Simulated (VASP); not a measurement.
VO2, 6 atoms in the cell. It takes space group P4_2/mnm (No. 136, tetragonal). Conventional cell: a = 4.537 Å, b = 4.537 Å, c = 3.065 Å, α = 90.00°, β = 90.00°, γ = 90.00°. Within 2.5 Å of V (site symmetry mmm) lie 6 O at 1.92 to 2.00 Å. O (site symmetry m2m) has 3 V at 1.92 to 2.00 Å and 1 O at 2.57 Å within 2.6 Å. 

* Program: VASP 6.6.1
* Task: single point
* Functional: PBEsol
* Potentials or basis: VASP PAW PBE potentials, release 64 (V_sv, O)
* Cutoff: 600 eV
* k mesh: 6 × 6 × 9
* Occupations: fermi-dirac, width 0.05 eV
* Spin: collinear spin, ferromagnetic start
* Starting moments: [2.0, 2.0, 0.0, 0.0, 0.0, 0.0] μB
* Dipole correction: no
* Further INCAR settings: ALGO = Normal; EDIFF = 1e-06; NBANDS = 38

Potentials or basis: VASP PAW PBE potentials, release 64 (V_sv, O).

Run with:

```bash
$ cat potpaw_PBE.64/V_sv/POTCAR potpaw_PBE.64/O/POTCAR > POTCAR
$ mpirun -np 1 vasp_std > vasp.out
```

Hardware: 1 thread of AMD EPYC 9R45 96-Core Processor (Zen 5), on a shared host.

Q: How long does it take, and how much memory?

A: Wall time 2 min on 1 thread of AMD EPYC 9R45 96-Core Processor (Zen 5), on a shared host, peak memory 0.3 GiB. Counts: scf iterations 17, k points 50.
